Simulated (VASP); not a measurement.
# Al3InSb4 in VASP: further runs, part 2 of 2

VASP 6.6.1.

## 3. Single point, PBE

INCAR reads:

```
SYSTEM = Al3InSb4
PREC = Accurate
ENCUT = 520
EDIFF = 1E-6
ISMEAR = 0
SIGMA = 0.1
LREAL = .False.
LASPH = .True.
NELM = 60
ALGO = Normal
ISIF = 2
LWAVE = .False.
LCHARG = .False.
GGA = PE
NBANDS = 31
```

KPOINTS reads:

```
regular mesh
0
Gamma
  4 4 1
  0 0 0
```

POSCAR reads:

```
Al3InSb4
1.0
    4.4974525658     -0.0021138253     -0.0001290835
   -0.0020176030      4.5061505439     -0.0034870415
   -0.0026049538     -0.0183569988     12.4825968799
Al In Sb
3 1 4
Direct
    0.0004130965      0.0021888507      0.2575712784
    0.4990775750      0.4979146462      0.4998807811
    0.0002904270      0.0017487880      0.7423099951
    0.4999601007      0.4988535433     -0.0001592313
    0.5004557201     -0.0015350356      0.8619988097
    0.0001015334      0.5015433952      0.1381539501
    0.5003642273     -0.0018879135      0.3789515094
   -0.0006626800      0.5011737258      0.6212929075
```

Potentials or basis: VASP PAW PBE potentials, release 64 (Al, In_d, Sb).

Started as:

```
$ cat potpaw_PBE.64/Al/POTCAR potpaw_PBE.64/In_d/POTCAR potpaw_PBE.64/Sb/POTCAR > POTCAR
$ mpirun -np 1 vasp_std > vasp.out
```

OUTCAR:

```text
SYSTEM = Al3InSb4
   PREC = Accurate
   ENCUT = 520
   EDIFF = 1E-6
   ISMEAR = 0
   LREAL = .False.
   LASPH = .True.
   NELM = 60
   ISIF = 2
   GGA = PE

 ion  position               nearest neighbor table
   1  0.000  0.002  0.258-   6 2.70   6 2.70   7 2.71   7 2.71
   2  0.499  0.498  0.500-   7 2.71   8 2.71   8 2.71   7 2.72
   3  0.000  0.002  0.742-   5 2.70   5 2.70   8 2.71   8 2.71
   4  0.500  0.499  1.000-   5 2.83   6 2.83   6 2.84   5 2.84
   5  0.500  0.998  0.862-   3 2.70   3 2.70   4 2.83   4 2.84
   6  0.000  0.502  0.138-   1 2.70   1 2.70   4 2.83   4 2.84
   7  0.500  0.998  0.379-   2 2.71   1 2.71   1 2.71   2 2.72
   8  0.999  0.501  0.621-   2 2.71   3 2.71   2 2.71   3 2.71

  LATTYP: Found a triclinic cell.
 ALAT       =     4.5061523448
 B/A-ratio  =     2.9472077307
 C/A-ratio  =     0.9980694660
 COS(alpha) =     0.0000889135
 COS(beta)  =     0.0009177266
 COS(gamma) =     0.3414137134

  Lattice vectors:

 A1 = (  -0.0020176030,   4.5061505439,  -0.0034870415)
 A2 = (   0.0005873508,   4.5245075427, -12.4860839214)
 A3 = (  -4.4974525658,   0.0021138253,   0.0001290835)

Analysis of symmetry for initial positions (statically):
=====================================================================
 Subroutine PRICEL returns:
 Original cell was already a primitive cell.

 Routine SETGRP: Setting up the symmetry group for a
 triclinic supercell.

 Subroutine GETGRP returns: Found  1 space group operations
 (whereof  1 operations were pure point group operations)
 out of a pool of  2 trial point group operations.

The static configuration has the point symmetry C_1 .

Analysis of symmetry for dynamics (positions and initial velocities):
=====================================================================
 Subroutine PRICEL returns:
 Original cell was already a primitive cell.

 Routine SETGRP: Setting up the symmetry group for a
 triclinic supercell.

 Subroutine GETGRP returns: Found  1 space group operations
[... 125 lines left out ...]
   GGA     = PE    functional components
   LHFCALC =     F    Hartree Fock is set to
   AEXX    =    0.0000 exact exchange contribution
   IVDW    =     0    specifies the selected vdW correction
   LEPSILON=     F    determine dielectric tensor
   LRPA    =     F    only Hartree local field effects (RPA)
 non-spin polarized calculation
 Gauss-broadening in eV      SIGMA  =   0.10
  energy-cutoff  :      520.00
  volume of cell :      252.97
 maximum number of plane-waves:      6831
 NGX is ok and might be reduce to    36
   NGX = 17   NGY = 17   NGZ = 47

 number of electron      42.0000007 magnetization

 Free energy of the ion-electron system (eV)
  ---------------------------------------------------
  ext. energy  EPLUGINS =         0.00000000
  ---------------------------------------------------
  free energy    TOTEN  =       -31.32906612 eV

  energy without entropy =      -31.32906611  energy(sigma->0) =      -31.32906612

 E-fermi :   4.8384     XC(G=0):  -8.4702

 val. band max:        4.4664687313   @ k =   0.0000   0.0000   0.0000
 cond. band min:       5.2049626627   @ k =   0.0000   0.0000   0.0000
 fundamental gap:      0.7384939314
 Fermi energy:         4.8383890563

 k-point     1 :       0.0000    0.0000    0.0000
  band No.  band energies     occupation
      1      -9.9223      2.00000
      2      -9.8631      2.00000
      3      -9.8629      2.00000
      4      -9.8138      2.00000
      5      -9.8083      2.00000
      6      -6.0057      2.00000
[... 329 lines left out ...]
     30       8.9342      0.00000
     31       8.9377      0.00000

------------------------ aborting loop because EDIFF is reached ----------------------------------------

  FORCE on cell =-STRESS in cart. coord.  units (eV):
  Direction    XX          YY          ZZ          XY          YZ          ZX
  --------------------------------------------------------------------------------------
  -------------------------------------------------------------------------------------
  Total        0.1709997     -0.0041812      0.1627515      0.0295134      0.1310054      0.0030477
  in kB        1.0830020     -0.0264808      1.0307634      0.1869188      0.8297041      0.0193020
  external PRESSURE =       0.6957615 kB  Pullay stress =       0.0000000 kB

 VOLUME and BASIS-vectors are now :
 -----------------------------------------------------------------------------
  energy-cutoff  :      520.00
  volume of cell :      252.97
      direct lattice vectors                 reciprocal lattice vectors
     4.497452566 -0.002113825 -0.000129084     0.222348141  0.000099591  0.000046548
    -0.002017603  4.506150544 -0.003487041     0.000104313  0.221919205  0.000326378
    -0.002604954 -0.018356999 12.482596880     0.000002328  0.000061995  0.080111627

 POSITION                                       TOTAL-FORCE (eV/Angst)
 -----------------------------------------------------------------------------------
      0.00118      0.00513      3.21515        -0.001408     -0.011013      0.001252
      2.24227      2.23345      6.23801         0.007833      0.021380      0.010239
     -0.00063     -0.00575      9.26595         0.001877     -0.004388     -0.001160
      2.24494      2.22850     12.47881         0.001953      0.002395      0.008122
      2.24652      4.48235     10.75644        -0.004828      0.006057      0.000415
     -0.00092      2.25749      1.72277        -0.002191     -0.003370     -0.005676
      2.24736      4.48963      4.72675        -0.002157     -0.002474     -0.008966
      4.49184      2.24485      7.75347        -0.001079     -0.008588     -0.004226
 -----------------------------------------------------------------------------------
    total drift:                               -0.000003      0.000283     -0.000036

  FREE ENERGIE OF THE ION-ELECTRON SYSTEM (eV)
  ---------------------------------------------------
  free  energy   TOTEN  =       -31.3290661244 eV

  energy  without entropy=      -31.3290661139  energy(sigma->0) =      -31.32906612
```

It took 2.6 min on 1 thread of Intel Xeon 8259CL, shared host; peak memory 0.38 GiB.

What came out:

```
Free energy            : -31.3291 eV
Pressure               : 0.1 GPa
Largest force          : 0.025 eV/Å
Band gap on the k mesh : 0.74 eV
```

Forces on the atoms (eV/Å):
```
Al  -0.001 -0.011  0.001
Al   0.008  0.021  0.010
Al   0.002 -0.004 -0.001
In   0.002  0.002  0.008
Sb  -0.005  0.006  0.000
Sb  -0.002 -0.003 -0.006
Sb  -0.002 -0.002 -0.009
Sb  -0.001 -0.009 -0.004
```

Caveat: the k points lie up to 0.50 Å⁻¹ apart; spin-orbit coupling is left out, which moves the levels of the heavy elements; an odd mesh through Γ misses points on the zone boundary, where band edges can lie.

## 4. Single point, PBE

INCAR reads:

```
SYSTEM = Al3InSb4
PREC = Accurate
ENCUT = 520
EDIFF = 1E-6
ISMEAR = 0
SIGMA = 0.1
LREAL = .False.
LASPH = .True.
NELM = 80
ALGO = Normal
ISIF = 2
LWAVE = .False.
LCHARG = .True.
GGA = PE
LELF = .True.
LVHAR = .True.
NBANDS = 31
```

KPOINTS reads:

```
regular mesh
0
Gamma
  4 4 2
  0 0 0
```

POSCAR reads:

```
Al3InSb4
1.0
    4.4725159000      0.0000000000      0.0000000000
    0.0000000000      4.4725159000      0.0000000000
    0.0000000000      0.0000000000     12.6405638000
Al In Sb
3 1 4
Direct
    0.0000000000      0.0000000000      0.2575320000
    0.5000000000      0.5000000000      0.5000000000
    0.0000000000      0.0000000000      0.7424680000
    0.5000000000      0.5000000000      0.0000000000
    0.5000000000      0.0000000000      0.8622030000
    0.0000000000      0.5000000000      0.1377970000
    0.5000000000      0.0000000000      0.3788230000
    0.0000000000      0.5000000000      0.6211770000
```

Started as:

```
$ cat potpaw_PBE.64/Al/POTCAR potpaw_PBE.64/In_d/POTCAR potpaw_PBE.64/Sb/POTCAR > POTCAR
$ mpirun -np 1 vasp_std > vasp.out
```

Run time: 3.5 min. Hardware: 1 thread of Intel Xeon 8259CL, shared host; peak memory 0.39 GiB.

Results (log left out):

```
Free energy            : -31.3492 eV
Pressure               : 0.1 GPa
Largest force          : 0.004 eV/Å
Band gap on the k mesh : 0.73 eV
```

Forces in eV/Å, atoms in the order of the input:
```
Al   0.000  0.000 -0.004
Al   0.000  0.000  0.000
Al   0.000  0.000  0.004
In   0.000  0.000  0.000
Sb   0.000  0.000 -0.001
Sb   0.000  0.000  0.001
Sb   0.000  0.000 -0.004
Sb   0.000  0.000  0.004
```

Stress tensor (GPa, compression positive):
```
 0.32  0.00  0.00
 0.00  0.32  0.00
 0.00  0.00 -0.21
```

Levels at points of the mesh, in eV from the valence-band top:
```csv
k point,band 19,band 20,band 21,band 22,band 23,band 24
"(0.00, 0.00, 0.00)",-0.09,0.00,0.00,0.73,1.20,1.30
"(0.50, 0.00, 0.00)",-0.94,-0.90,-0.53,0.86,1.04,2.15
"(0.50, 0.50, 0.00)",-2.12,-2.12,-2.05,1.12,1.29,1.29
"(0.00, 0.00, 0.50)",-0.68,-0.39,-0.39,1.14,1.23,1.76
"(0.50, 0.00, 0.50)",-1.13,-1.10,-0.53,1.74,1.79,1.84
"(0.50, 0.50, 0.50)",-2.43,-2.35,-2.35,1.90,2.10,2.10
```

Caveat: spin-orbit coupling is left out, which moves the levels of the heavy elements.

## 5. The runs side by side

```tsv
cell	k mesh	gap on the mesh (eV)	pressure (GPa)	largest force (eV/Å)
a = 4.473, b = 4.473, c = 12.641 Å, 8 atoms, atomic positions A	4 × 4 × 1	0.72	0.1	0.01
a = 4.497, b = 4.506, c = 12.483 Å, angles 90.1, 90.0, 90.1°, 8 atoms, atomic positions B	4 × 4 × 1	0.74	0.1	0.02
a = 4.473, b = 4.473, c = 12.641 Å, 8 atoms, atomic positions A	4 × 4 × 2	0.73	0.1	-
```

Alike in all rows: task single point; level PBE; potentials or basis VASP PAW PBE potentials, release 64 (Al, In_d, Sb); no spin polarisation; cutoff (eV) 520; smearing gaussian 0.1 eV.

Caveats: some runs use coarse meshes; spin-orbit coupling is left out, which moves the levels of the heavy elements; an odd mesh through Γ misses points on the zone boundary, where band edges can lie (at least some runs).

Absolute energies hang on the potentials; compare differences alone.
